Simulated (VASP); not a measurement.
# Cs2LiB6Os (Fm-3m) in VASP: single point with PBE

Aim: the single point of Cs2LiB6Os with PBE.

Program: VASP 6.6.1. These are calculated values, not measurements. Logs are shortened: lines on timing, memory, paths and dates and some standing lists are left out, and cuts for length are marked.

## Step 1: The cell of the first run

The structure is cubic, space group Fm-3m (No. 225). The conventional cell has a = 8.156 Å, b = 8.156 Å, c = 8.156 Å, α = 90.00°, β = 90.00°, γ = 90.00°. Within 2.9 Å of Li (site symmetry m-3m) lie 6 B at 2.18 Å. Within 3.8 Å of Cs (site symmetry -43m) lie 12 B at 2.89 Å and 4 Li at 3.53 Å and 4 Os at 3.53 Å. Within 2.5 Å of Os (site symmetry m-3m) lie 6 B at 1.90 Å. B (site symmetry 4mm) has 1 Os at 1.90 Å and 1 Li at 2.18 Å within 2.5 Å.

## Step 2: Single point, PBE, collinear spin, zero start

The input, INCAR:

```
PREC = Accurate ; ENCUT = 520
EDIFF = 1E-7 ; ISMEAR = 1
SIGMA = 0.05 ; LREAL = False
LASPH = True ; NELM = 150
ALGO = Normal ; ISIF = 2
LWAVE = False ; LCHARG = False
ISPIN = 2 ; MAGMOM = 0 0 0 0 0 0 0 0 0 0
LORBIT = 11 ; LMAXMIX = 4
GGA = PE ; NBANDS = 38
ISYM = 0
```

The input, KPOINTS:

```
Automatic mesh
0
Gamma
  4 4 4
  0.5 0.5 0.5
```

The input, POSCAR:

```
Cs2LiB6Os
1.0
    0.0000000000      4.0781040000      4.0781040000
    4.0781040000      0.0000000000      4.0781040000
    4.0781040000      4.0781040000      0.0000000000
Li Cs Os B
1 2 1 6
Direct
    0.5000000000      0.5000000000      0.5000000000
    0.2500000000      0.2500000000      0.2500000000
    0.7500000000      0.7500000000      0.7500000000
    0.0000000000      0.0000000000      0.0000000000
    0.7670000000      0.2330000000      0.2330000000
    0.2330000000      0.7670000000      0.2330000000
    0.2330000000      0.7670000000      0.7670000000
    0.7670000000      0.2330000000      0.7670000000
    0.2330000000      0.2330000000      0.7670000000
    0.7670000000      0.7670000000      0.2330000000
```

Potentials or basis: VASP PAW PBE potentials, release 64 (Li_sv, Cs_sv, Os, B).

Run with:

```bash
$ cat potpaw_PBE.64/Li_sv/POTCAR potpaw_PBE.64/Cs_sv/POTCAR potpaw_PBE.64/Os/POTCAR potpaw_PBE.64/B/POTCAR > POTCAR
$ mpirun -np 1 vasp_std > vasp.out
```

OUTCAR:

```text
PREC = Accurate
   ENCUT = 520
   EDIFF = 1E-7
   ISMEAR = 1
   LREAL = False
   LASPH = True
   NELM = 150
   ISIF = 2
   ISPIN = 2
   LORBIT = 11
   GGA = PE
   ISYM = 0

 ion  position               nearest neighbor table
   1  0.500  0.500  0.500-   5 2.18   6 2.18   7 2.18   8 2.18   9 2.18  10 2.18
   2  0.250  0.250  0.250-
   3  0.750  0.750  0.750-
   4  0.000  0.000  0.000-   5 1.90   6 1.90   7 1.90   8 1.90   9 1.90  10 1.90
   5  0.767  0.233  0.233-   4 1.90   1 2.18
   6  0.233  0.767  0.233-   4 1.90   1 2.18
   7  0.233  0.767  0.767-   4 1.90   1 2.18
   8  0.767  0.233  0.767-   4 1.90   1 2.18
   9  0.233  0.233  0.767-   4 1.90   1 2.18
  10  0.767  0.767  0.233-   4 1.90   1 2.18

IMPORTANT INFORMATION: All symmetrisations will be switched off!
NOSYMM: (Re-)initialisation of all symmetry stuff for point group C_1.

----------------------------------------------------------------------------------------

                                     Primitive cell

  volume of cell :     135.6453

  direct lattice vectors                    reciprocal lattice vectors
     0.000000000  4.078104000  4.078104000    -0.122605995  0.122605995  0.122605995
     4.078104000  0.000000000  4.078104000     0.122605995 -0.122605995  0.122605995
     4.078104000  4.078104000  0.000000000     0.122605995  0.122605995 -0.122605995

  length of vectors
     5.767309986  5.767309986  5.767309986     0.212359813  0.212359813  0.212359813

  position of ions in fractional coordinates (direct lattice)
     0.500000000  0.500000000  0.500000000
     0.250000000  0.250000000  0.250000000
     0.750000000  0.750000000  0.750000000
     0.000000000  0.000000000  0.000000000
     0.767000000  0.233000000  0.233000000
     0.233000000  0.767000000  0.233000000
     0.233000000  0.767000000  0.767000000
     0.767000000  0.233000000  0.767000000
     0.233000000  0.233000000  0.767000000
     0.767000000  0.767000000  0.233000000

  ion indices of the primitive-cell ions
   primitive index   ion index
                 1           1
                 2           2
                 3           3
                 4           4
                 5           5
                 6           6
                 7           7
[... 120 lines left out ...]
  ext. energy  EPLUGINS =         0.00000000
  ---------------------------------------------------
  free energy    TOTEN  =       -35.62519863 eV

  energy without entropy =      -35.62725732  energy(sigma->0) =      -35.62588486

 E-fermi :   5.1217     XC(G=0): -10.9777

 val. band max:        5.1087088518   @ k =   0.5000   0.5000   0.3750
 cond. band min:       5.1716234115   @ k =   0.1250   0.2500   0.0000
 fundamental gap:      0.0629145597
 Fermi energy:         5.1216940761

 spin component 1

 k-point     1 :       0.1250    0.1250    0.1250
  band No.  band energies     occupation
      1     -38.5803      1.00000
      2     -16.3349      1.00000
      3     -15.9461      1.00000
      4      -5.2980      1.00000
      5      -4.7533      1.00000
      6      -4.7304      1.00000
[... 901 lines left out ...]
     34       8.8254      0.00000
     35       8.8767      0.00000

 [... further k-points ...]

 spin component 2

 k-point     1 :       0.1250    0.1250    0.1250
  band No.  band energies     occupation
      1     -38.5803      1.00000
      2     -16.3349      1.00000
      3     -15.9461      1.00000
      4      -5.2980      1.00000
      5      -4.7533      1.00000
      6      -4.7304      1.00000
[... 901 lines left out ...]
     34       8.8254      0.00000
     35       8.8767      0.00000

 [... further k-points ...]

 [bands above 35 left out]

------------------------ aborting loop because EDIFF is reached ----------------------------------------

  FORCE on cell =-STRESS in cart. coord.  units (eV):
  Direction    XX          YY          ZZ          XY          YZ          ZX
  --------------------------------------------------------------------------------------
  -------------------------------------------------------------------------------------
  Total       30.5469549     30.5469550     30.5469467      0.0000231      0.0000243      0.0000236
  in kB      360.8058911    360.8058914    360.8057938      0.0002725      0.0002875      0.0002785
  external PRESSURE =     360.8058587 kB  Pullay stress =       0.0000000 kB

 VOLUME and BASIS-vectors are now :
 -----------------------------------------------------------------------------
  energy-cutoff  :      520.00
  volume of cell :      135.65
      direct lattice vectors                 reciprocal lattice vectors
     0.000000000  4.078104000  4.078104000    -0.122605995  0.122605995  0.122605995
     4.078104000  0.000000000  4.078104000     0.122605995 -0.122605995  0.122605995
     4.078104000  4.078104000  0.000000000     0.122605995  0.122605995 -0.122605995

 POSITION                                       TOTAL-FORCE (eV/Angst)
 -----------------------------------------------------------------------------------
      4.07810      4.07810      4.07810        -0.000000      0.000000      0.000001
      2.03905      2.03905      2.03905        -0.000001     -0.000000     -0.000000
      6.11716      6.11716      6.11716         0.000000      0.000000      0.000000
      0.00000      0.00000      0.00000         0.000000     -0.000000     -0.000000
      1.90040      4.07810      4.07810         3.947336      0.000001      0.000001
      4.07810      1.90040      4.07810         0.000001      3.947335      0.000001
      6.25581      4.07810      4.07810        -3.947336     -0.000001     -0.000001
      4.07810      6.25581      4.07810        -0.000001     -3.947335     -0.000001
      4.07810      4.07810      1.90040         0.000001      0.000001      3.947336
      4.07810      4.07810      6.25581        -0.000001     -0.000001     -3.947337
 -----------------------------------------------------------------------------------
    total drift:                                0.000000     -0.000000     -0.000001

  FREE ENERGIE OF THE ION-ELECTRON SYSTEM (eV)
  ---------------------------------------------------
  free  energy   TOTEN  =       -35.6251986346 eV

  energy  without entropy=      -35.6272573206  energy(sigma->0) =      -35.62588486

 total charge

# of ion       s       p       d       tot
------------------------------------------
    1        2.049   0.131   0.000   2.180
    2        1.851   4.610   0.268   6.729
    3        1.851   4.610   0.268   6.729
    4        0.990   1.324   6.808   9.122
    5        0.855   0.829   0.000   1.684
    6        0.855   0.829   0.000   1.684
    7        0.855   0.829   0.000   1.684
    8        0.855   0.829   0.000   1.684
    9        0.855   0.829   0.000   1.684
   10        0.855   0.829   0.000   1.684
--------------------------------------------------
tot         11.873  15.648   7.344  34.866

 magnetization (x)

# of ion       s       p       d       tot
------------------------------------------
    1       -0.000  -0.000   0.000  -0.000
    2        0.000   0.000  -0.000   0.000
    3        0.000   0.000  -0.000   0.000
    4       -0.000  -0.000  -0.000  -0.000
    5        0.000  -0.000   0.000   0.000
    6       -0.000  -0.000   0.000  -0.000
    7        0.000  -0.000   0.000   0.000
    8       -0.000  -0.000   0.000  -0.000
    9        0.000   0.000   0.000   0.000
   10        0.000   0.000   0.000   0.000
--------------------------------------------------
tot          0.000   0.000  -0.000   0.000
```

OSZICAR:

```text
N       E                     dE             d eps       ncg     rms          rms(c)
DAV:   1     0.247517058571E+03    0.24752E+03   -0.20203E+04 19640   0.113E+03
DAV:   2    -0.131191579977E+02   -0.26064E+03   -0.23394E+03 23570   0.260E+02
DAV:   3    -0.373722745372E+02   -0.24253E+02   -0.23498E+02 27356   0.680E+01
DAV:   4    -0.386895703230E+02   -0.13173E+01   -0.13073E+01 29128   0.132E+01
DAV:   5    -0.387160161811E+02   -0.26446E-01   -0.26444E-01 25404   0.146E+00    0.332E+01
DAV:   6    -0.361688812589E+02    0.25471E+01   -0.35911E+00 28054   0.990E+00    0.125E+01
DAV:   7    -0.356950651933E+02    0.47382E+00   -0.15185E+00 26020   0.752E+00    0.945E+00
DAV:   8    -0.356496520472E+02    0.45413E-01   -0.41581E-01 25676   0.289E+00    0.272E+00
DAV:   9    -0.356244605510E+02    0.25191E-01   -0.94846E-02 27560   0.175E+00    0.433E-01
DAV:  10    -0.356256485580E+02   -0.11880E-02   -0.24931E-02 22154   0.707E-01    0.344E-01
DAV:  11    -0.356252098281E+02    0.43873E-03   -0.14373E-03 22658   0.168E-01    0.978E-02
DAV:  12    -0.356252118390E+02   -0.20108E-05   -0.57378E-04 25964   0.110E-01    0.315E-02
DAV:  13    -0.356252033857E+02    0.84533E-05   -0.22134E-05 24508   0.217E-02    0.238E-02
DAV:  14    -0.356251989483E+02    0.44374E-05   -0.22916E-05 22070   0.189E-02    0.295E-03
DAV:  15    -0.356251988857E+02    0.62556E-07   -0.25534E-06 27566   0.713E-03    0.145E-03
DAV:  16    -0.356251987234E+02    0.16230E-06   -0.10944E-07 14994   0.164E-03    0.683E-04
DAV:  17    -0.356251986346E+02    0.88819E-07   -0.93756E-08 12764   0.124E-03
   1 F= -.35625199E+02 E0= -.35625885E+02  d E =0.205869E-02  mag=     0.0000
```

Wall time 24 min (1 thread of Intel Xeon Platinum 8488C (Sapphire Rapids), shared host); peak memory 1.1 GiB.

What came out:

| Property | Result |
| --- | --- |
| Free energy | -35.6252 eV |
| Largest force | 3.947 eV/Å |
| Net moment | 0.00 μB per cell |
| Valence electrons inside the program's atomic spheres | Li 2.18; Cs 6.73; Os 9.12; B 1.68 |

Forces on the atoms (eV/Å):
```
Li   0.000  0.000  0.000
Cs   0.000  0.000  0.000
Cs   0.000  0.000  0.000
Os   0.000  0.000  0.000
B    3.947  0.000  0.000
B    0.000  3.947  0.000
B   -3.947  0.000  0.000
B    0.000 -3.947  0.000
B    0.000  0.000  3.947
B    0.000  0.000 -3.947
```

Levels at points of the mesh, in eV from the Fermi level:
Spin up:
| k point | band 22 | band 23 | band 24 | band 25 | band 26 | band 27 |
| --- | --- | --- | --- | --- | --- | --- |
| (0.12, 0.12, 0.12) | -1.25 | -0.65 | -0.65 | 1.07 | 1.07 | 1.40 |
Spin down:
| k point | band 21 | band 22 | band 23 | band 24 | band 25 | band 26 | band 27 | band 28 |
| --- | --- | --- | --- | --- | --- | --- | --- | --- |
| (0.12, 0.12, 0.12) | -1.82 | -1.25 | -0.65 | -0.65 | 1.07 | 1.07 | 1.40 | 2.91 |

Caveat: the cutoff is under 1.25 times the usual one of these potentials, so pressure, stress and relaxed cells hold a basis-set (Pulay) error; no moment was typed at the start, so none could form; spin-orbit coupling is left out, which moves the levels of the heavy elements; forces of over 1 eV/Å act on the atoms, so gaps and moduli don't describe the material at rest.
